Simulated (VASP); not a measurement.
# ZnO (P6_3mc) in VASP: notebook

The runs below take ZnO through single point, with LDA.

All numbers are computed with VASP 6.6.1; they aren't measurements. Logs are shortened: lines on timing, memory, paths and dates and some standing lists are left out, and cuts for length are marked.

### Step 1. The cell of the first run

Symmetry: P6_3mc, No. 186, hexagonal system. The conventional cell has a = 3.104 Å, b = 3.104 Å, c = 5.024 Å, α = 90.00°, β = 90.00°, γ = 120.00°. Within 2.5 Å of Zn (site symmetry 3m) lie 4 O at 1.89 to 1.90 Å. O (site symmetry 3m) has 4 Zn at 1.89 to 1.90 Å within 2.5 Å.

### Step 2. Single point, LDA

Contents of INCAR:

```
PREC = Accurate ; ENCUT = 520
EDIFF = 1E-6 ; ISMEAR = 0
SIGMA = 0.01 ; LREAL = F
LASPH = T ; NELM = 100
ALGO = Normal ; ISIF = 2
LWAVE = F ; LCHARG = T
GGA = CA ; LELF = T
LVHAR = T ; NBANDS = 26
```

Contents of KPOINTS:

```
regular mesh
0
Gamma
  8 8 4
```

Contents of POSCAR:

```
ZnO
1.0
    3.1038865696      0.0000000000      0.0000000000
   -1.5519432848      2.6880446197      0.0000000000
    0.0000000000      0.0000000000      5.0235668388
Zn O
2 2
Direct
    0.3333333333      0.6666666667      0.5005385473
    0.6666666667      0.3333333333      0.0005385473
    0.6666666667      0.3333333333      0.3784714527
    0.3333333333      0.6666666667      0.8784714527
```

Potentials or basis: VASP PAW LDA potentials, release 64 (Zn, O).

Started as:

```console
$ cat potpaw_LDA.64/Zn/POTCAR potpaw_LDA.64/O/POTCAR > POTCAR
$ mpirun -np 1 vasp_std > vasp.out
```

OUTCAR:

```text
PREC = Accurate
   ENCUT = 520
   EDIFF = 1E-6
   ISMEAR = 0
   LREAL = F
   LASPH = T
   NELM = 100
   ISIF = 2
   GGA = CA

 ion  position               nearest neighbor table
   1  0.333  0.667  0.501-   3 1.89   3 1.89   3 1.89   4 1.90
   2  0.667  0.333  0.001-   4 1.89   4 1.89   4 1.89   3 1.90
   3  0.667  0.333  0.378-   1 1.89   1 1.89   1 1.89   2 1.90
   4  0.333  0.667  0.878-   2 1.89   2 1.89   2 1.89   1 1.90

  LATTYP: Found a hexagonal cell.
 ALAT       =     3.1038865696
 C/A-ratio  =     1.6184762961

  Lattice vectors:

 A1 = (   3.1038865696,   0.0000000000,   0.0000000000)
 A2 = (  -1.5519432848,   2.6880446197,   0.0000000000)
 A3 = (   0.0000000000,   0.0000000000,   5.0235668388)

Analysis of symmetry for initial positions (statically):
=====================================================================
 Subroutine PRICEL returns:
 Original cell was already a primitive cell.

 Routine SETGRP: Setting up the symmetry group for a
 hexagonal supercell.

 Subroutine GETGRP returns: Found 12 space group operations
 (whereof  6 operations were pure point group operations)
 out of a pool of 24 trial point group operations.

The static configuration has the point symmetry C_3v.
 The point group associated with its full space group is C_6v.

Analysis of symmetry for dynamics (positions and initial velocities):
=====================================================================
 Subroutine PRICEL returns:
 Original cell was already a primitive cell.

 Routine SETGRP: Setting up the symmetry group for a
 hexagonal supercell.

 Subroutine GETGRP returns: Found 12 space group operations
 (whereof  6 operations were pure point group operations)
 out of a pool of 24 trial point group operations.

The dynamic configuration has the point symmetry C_3v.
 The point group associated with its full space group is C_6v.

 Subroutine INISYM returns: Found 12 space group operations
 (whereof  6 operations are pure point group operations),
 and found     1 'primitive' translations

----------------------------------------------------------------------------------------

                                     Primitive cell

  volume of cell :      41.9136

  direct lattice vectors                    reciprocal lattice vectors
     3.103886570  0.000000000  0.000000000     0.322176722  0.186008817  0.000000000
    -1.551943285  2.688044620  0.000000000     0.000000000  0.372017634  0.000000000
     0.000000000  0.000000000  5.023566839     0.000000000  0.000000000  0.199061749

  length of vectors
     3.103886570  3.103886570  5.023566839     0.372017634  0.372017634  0.199061749

  position of ions in fractional coordinates (direct lattice)
     0.333333333  0.666666667  0.500538547
     0.666666667  0.333333333  0.000538547
     0.666666667  0.333333333  0.378471453
     0.333333333  0.666666667  0.878471453

  ion indices of the primitive-cell ions
   primitive index   ion index
                 1           1
                 2           2
                 3           3
                 4           4

----------------------------------------------------------------------------------------

 KPOINTS: regular mesh

Automatic generation of k-mesh.
 Grid dimensions read from file:
 generate k-points for:    8    8    4

 Generating k-lattice:

  Cartesian coordinates                     Fractional coordinates (reciprocal lattice)
     0.040272090  0.023251102  0.000000000     0.125000000  0.000000000  0.000000000
     0.000000000  0.046502204  0.000000000     0.000000000  0.125000000  0.000000000
     0.000000000  0.000000000  0.049765437     0.000000000  0.000000000  0.250000000

  Length of vectors
     0.046502204  0.046502204  0.049765437

  Shift w.r.t. Gamma in fractional coordinates (k-lattice)
     0.000000000  0.000000000  0.000000000

 Subroutine IBZKPT returns following result:
 ===========================================

 Found     30 irreducible k-points:

 Following reciprocal coordinates:
            Coordinates               Weight
  0.000000  0.000000  0.000000      1.000000
  0.125000  0.000000  0.000000      6.000000
  0.250000  0.000000  0.000000      6.000000
  0.375000  0.000000  0.000000      6.000000
  0.500000  0.000000  0.000000      3.000000
  0.125000  0.125000  0.000000      6.000000
[... 16 lines left out ...]
  0.250000  0.000000  0.500000      6.000000
  0.375000  0.000000  0.500000      6.000000
 [... further k-points ...]
   k-points           NKPTS =     30   k-points in BZ     NKDIM =     30   number of bands    NBANDS=     26
   number of dos      NEDOS =    301   number of ions     NIONS =      4
   total plane-waves  NPLWV =  23040
   dimension x,y,z NGX =    24 NGY =   24 NGZ =   40
   dimension x,y,z NGXF=    48 NGYF=   48 NGZF=   80
   ions per type =               2   2
   NGX,Y,Z   is equivalent  to a cutoff of  12.85, 12.85, 13.24 a.u.
   NGXF,Y,Z  is equivalent  to a cutoff of  25.71, 25.71, 26.47 a.u.
 SYSTEM =  unknown system
   PREC   = accura    normal or accurate (medium, high low for compatibility)
   ISTART =      0    job   : 0-new  1-cont  2-samecut
   ICHARG =      2    charge: 1-file 2-atom 10-const
   ISPIN  =      1    spin polarized calculation?
   LNONCOLLINEAR =      F non collinear calculations
   LSORBIT =      F    spin-orbit coupling
   LASPH  =      T    aspherical Exc in radial PAW
   ENCUT  =  520.0 eV  38.22 Ry    6.18 a.u.   5.77  5.77  9.34*2*pi/ulx,y,z
   NELM   =    100;   NELMIN=  2; NELMDL= -5     # of ELM steps
   EDIFF  = 0.1E-05   stopping-criterion for ELM
   LREAL  =      F    real-space projection
[... 7 lines left out ...]
   TEBEG  =    0.0;   TEEND  =   0.0 temperature during run
   PSTRESS=    0.0 pullay stress
   NELECT =      36.0000    total number of electrons
   NUPDOWN=      -1.0000    fix difference up-down
   EMIN   =  10.00;   EMAX   =-10.00  energy-range for DOS
   EFERMI =   0.00;   METHOD = LEGACY
   ISMEAR =     0;   SIGMA  =   0.01  broadening in eV -4-tet -1-fermi 0-gaus
   EFERMI_NEDOS =   21; number of points for ismear=-14 and -15
   IALGO  =     38    algorithm
   IMIX   =      4    mixing-type and parameters
     AMIX     =   0.40;   BMIX     =  1.00
     AMIX_MAG =   1.60;   BMIX_MAG =  1.00
  volume/ion in A,a.u.               =      10.48        70.71
  Fermi-wavevector in a.u.,A,eV,Ry     =   1.556172  2.940738 32.948823  2.421670
  Thomas-Fermi vector in A             =   2.660006
   LORBIT       =      0    0 simple, 1 ext, 2 COOP (PROOUT), +10 PAW based schemes
   GGA     = CA    functional components
   LHFCALC =     F    Hartree Fock is set to
   AEXX    =    0.0000 exact exchange contribution
   IVDW    =     0    specifies the selected vdW correction
   LEPSILON=     F    determine dielectric tensor
   LRPA    =     F    only Hartree local field effects (RPA)
 non-spin polarized calculation
 Gauss-broadening in eV      SIGMA  =   0.01
  energy-cutoff  :      520.00
  volume of cell :       41.91
 maximum number of plane-waves:      1144
 NGX is ok and might be reduce to    24
   NGX = 11   NGY = 11   NGZ = 19

 number of electron      35.9999998 magnetization

 Free energy of the ion-electron system (eV)
  ---------------------------------------------------
  ext. energy  EPLUGINS =         0.00000000
  ---------------------------------------------------
  free energy    TOTEN  =       -20.96995940 eV

  energy without entropy =      -20.96995940  energy(sigma->0) =      -20.96995940

 E-fermi :   2.2570     XC(G=0): -12.1540

 val. band max:        2.1627152646   @ k =   0.0000   0.0000   0.0000
 cond. band min:       3.0950782320   @ k =   0.0000   0.0000   0.0000
 fundamental gap:      0.9323629674
 Fermi energy:         2.2570303325

 k-point     1 :       0.0000    0.0000    0.0000
  band No.  band energies     occupation
      1     -16.7909      2.00000
      2     -15.8088      2.00000
      3      -4.6574      2.00000
      4      -4.3447      2.00000
      5      -4.3447      2.00000
      6      -4.3067      2.00000
[... 18 lines left out ...]
     25      17.0135      0.00000
     26      17.0135      0.00000

 k-point     2 :       0.1250    0.0000    0.0000
  band No.  band energies     occupation
      1     -16.6764      2.00000
      2     -15.7573      2.00000
      3      -4.5514      2.00000
      4      -4.4293      2.00000
      5      -4.2864      2.00000
      6      -4.2484      2.00000
[... 18 lines left out ...]
     25      16.9155      0.00000
     26      17.2227      0.00000

 k-point     3 :       0.2500    0.0000    0.0000
  band No.  band energies     occupation
      1     -16.3785      2.00000
      2     -15.6408      2.00000
      3      -4.7529      2.00000
      4      -4.3191      2.00000
      5      -4.1603      2.00000
      6      -4.1049      2.00000
[... 18 lines left out ...]
     25      16.1071      0.00000
     26      17.0460      0.00000

 k-point     4 :       0.3750    0.0000    0.0000
  band No.  band energies     occupation
      1     -16.0303      2.00000
      2     -15.5545      2.00000
      3      -4.8554      2.00000
      4      -4.4630      2.00000
      5      -4.0674      2.00000
      6      -3.8542      2.00000
[... 18 lines left out ...]
     25      15.9659      0.00000
     26      17.0923      0.00000
[... 496 lines left out ...]
      1     -16.2312      2.00000
      2     -16.2312      2.00000
      3      -4.7772      2.00000
      4      -4.7772      2.00000
      5      -4.2158      2.00000
      6      -4.2158      2.00000
[... 18 lines left out ...]
     25      16.0105      0.00000
     26      16.0105      0.00000

 k-point    23 :       0.2500    0.0000    0.5000
  band No.  band energies     occupation
      1     -16.0122      2.00000
      2     -16.0122      2.00000
      3      -4.9092      2.00000
      4      -4.9092      2.00000
      5      -4.0645      2.00000
      6      -4.0645      2.00000
[... 18 lines left out ...]
     25      16.3064      0.00000
     26      16.3064      0.00000

 k-point    24 :       0.3750    0.0000    0.5000
  band No.  band energies     occupation
      1     -15.7826      2.00000
      2     -15.7826      2.00000
      3      -5.0091      2.00000
      4      -5.0091      2.00000
      5      -3.8581      2.00000
      6      -3.8581      2.00000
[... 18 lines left out ...]
     25      16.4592      0.00000
     26      16.4592      0.00000

 [... further k-points ...]

------------------------ aborting loop because EDIFF is reached ----------------------------------------

  FORCE on cell =-STRESS in cart. coord.  units (eV):
  Direction    XX          YY          ZZ          XY          YZ          ZX
  --------------------------------------------------------------------------------------
  -------------------------------------------------------------------------------------
  Total        4.3996713      4.3996713      4.4074436      0.0000000      0.0000000      0.0000000
  in kB      168.1807625    168.1807625    168.4778625      0.0000000      0.0000000      0.0000000
  external PRESSURE =     168.2797958 kB  Pullay stress =       0.0000000 kB

 VOLUME and BASIS-vectors are now :
 -----------------------------------------------------------------------------
  energy-cutoff  :      520.00
  volume of cell :       41.91
      direct lattice vectors                 reciprocal lattice vectors
     3.103886570  0.000000000  0.000000000     0.322176722  0.186008817  0.000000000
    -1.551943285  2.688044620  0.000000000     0.000000000  0.372017634  0.000000000
     0.000000000  0.000000000  5.023566839     0.000000000  0.000000000  0.199061749

 POSITION                                       TOTAL-FORCE (eV/Angst)
 -----------------------------------------------------------------------------------
     -0.00000      1.79203      2.51449         0.000000      0.000000      0.001762
      1.55194      0.89601      0.00271        -0.000000      0.000000      0.001762
      1.55194      0.89601      1.90128        -0.000000     -0.000000     -0.001762
     -0.00000      1.79203      4.41306        -0.000000     -0.000000     -0.001762
 -----------------------------------------------------------------------------------
    total drift:                               -0.000000     -0.000001     -0.001405

  FREE ENERGIE OF THE ION-ELECTRON SYSTEM (eV)
  ---------------------------------------------------
  free  energy   TOTEN  =       -20.9699594004 eV

  energy  without entropy=      -20.9699594004  energy(sigma->0) =      -20.96995940
```

It took 20 s on 1 thread of Intel Xeon 8259CL, shared host; peak memory 0.15 GiB.

What came out:

```yaml
Free_energy: -20.9700 eV
Pressure: 16.8 GPa
Band_gap_on_the_k_mesh: 0.93 eV
```

Caveat: the cell stands under pressure.

### Step 3. Single point, LDA

This run uses another cell than the first one, of 10.73 Å³/atom.

Contents of INCAR:

```
SYSTEM = ZnO
  ALGO = Normal
  EDIFF = 1E-6
  ENCUT = 520
  GGA = CA
  ISIF = 2
  ISMEAR = 0
  LASPH = .True.
  LCHARG = .True.
  LELF = .True.
  LREAL = .False.
  LVHAR = .True.
  LWAVE = .False.
  NBANDS = 26
  NELM = 80
  PREC = Accurate
  SIGMA = 0.01
```

Contents of KPOINTS:

```
k-points
0
Gamma
  8 8 4
  0 0 0
```

Contents of POSCAR:

```
ZnO
1.0
    3.1286947981      0.0000000000      0.0000000000
   -1.5643473990      2.7095291758      0.0000000000
    0.0000000000      0.0000000000      5.0606469820
Zn O
2 2
Direct
    0.3333333333      0.6666666667      0.5004239202
    0.6666666667      0.3333333333      0.0004239202
    0.6666666667      0.3333333333      0.3785860798
    0.3333333333      0.6666666667      0.8785860798
```

Potentials or basis: VASP PAW LDA potentials, release 64 (Zn, O).

Started as:

```console
$ cat potpaw_LDA.64/Zn/POTCAR potpaw_LDA.64/O/POTCAR > POTCAR
$ mpirun -np 1 vasp_std > vasp.out
```

Wall time 20 s (1 thread of Intel Xeon 8259CL, shared host); peak memory 0.16 GiB.

Results (log left out):

- Free energy: -21.0588 eV
- Pressure: 11.5 GPa
- Band gap on the k mesh: 0.90 eV

Levels at points of the mesh, in eV from the valence-band top:
```csv
k point,band 15,band 16,band 17,band 18,band 19,band 20,band 21,band 22
"(0.00, 0.00, 0.00)",-0.93,-0.12,0.00,0.00,0.90,5.50,8.38,13.25
"(0.50, 0.00, 0.00)",-3.20,-2.65,-1.50,-0.98,6.13,6.84,7.50,9.09
"(0.00, 0.00, 0.50)",-0.46,-0.46,-0.46,-0.46,3.62,3.62,10.27,10.27
"(0.50, 0.00, 0.50)",-1.75,-1.75,-1.61,-1.61,5.72,5.72,8.90,8.90
```

Caveat: the cell stands under pressure.

### Step 4. Single point, LDA

This run uses another cell than the first one, of 10.89 Å³/atom.

Contents of INCAR:

```
ALGO     = Normal         # electronic algorithm
EDIFF    = 1E-7           # SCF threshold, eV
ENCUT    = 520            # plane-wave cutoff, eV
ISIF     = 2              # what is computed and relaxed
ISMEAR   = 0              # smearing method
LASPH    = True           # aspherical terms in the spheres
LCHARG   = False          # write CHGCAR
LREAL    = False          # projectors in reciprocal space
LWAVE    = False          # write WAVECAR
NBANDS   = 26             # bands
NELM     = 60             # most SCF steps
PREC     = Accurate       # precision mode
SIGMA    = 0.01           # smearing width, eV
```

Contents of KPOINTS:

```
k-points
0
Gamma
  8 8 4
```

Contents of POSCAR:

```
ZnO
1.0
    3.1446146195      0.0000000000      0.0000000000
   -1.5723073097      2.7233161456      0.0000000000
    0.0000000000      0.0000000000      5.0859507991
Zn O
2 2
Direct
    0.3333333333      0.6666666667      0.5003955813
    0.6666666667      0.3333333333      0.0003955813
    0.6666666667      0.3333333333      0.3786144187
    0.3333333333      0.6666666667      0.8786144187
```

Started as:

```console
$ cat potpaw_LDA.64/Zn/POTCAR potpaw_LDA.64/O/POTCAR > POTCAR
$ mpirun -np 1 vasp_std > vasp.out
```

It took 22 s on 1 thread of Intel Xeon 8259CL, shared host; peak memory 0.16 GiB.

Results (log left out):

- Free energy: -21.1009 eV
- Pressure: 8.6 GPa
- Band gap on the k mesh: 0.87 eV

Levels at points of the mesh, in eV from the valence-band top:
| k point | band 14 | band 15 | band 16 | band 17 | band 18 | band 19 | band 20 | band 21 | band 22 | band 23 |
| --- | --- | --- | --- | --- | --- | --- | --- | --- | --- | --- |
| (0.00, 0.00, 0.00) | -0.91 | -0.91 | -0.12 | 0.00 | 0.00 | 0.87 | 5.45 | 8.33 | 13.17 | 13.17 |
| (0.50, 0.00, 0.00) | -3.90 | -3.15 | -2.59 | -1.48 | -0.96 | 6.06 | 6.82 | 7.49 | 8.99 | 10.88 |
| (0.00, 0.00, 0.50) | -2.36 | -0.45 | -0.45 | -0.45 | -0.45 | 3.59 | 3.59 | 10.21 | 10.21 | 13.48 |
| (0.50, 0.00, 0.50) | -4.02 | -1.72 | -1.72 | -1.58 | -1.58 | 5.70 | 5.70 | 8.81 | 8.81 | 11.47 |

Caveat: the cell stands under pressure.

[end of part 1 of 2]
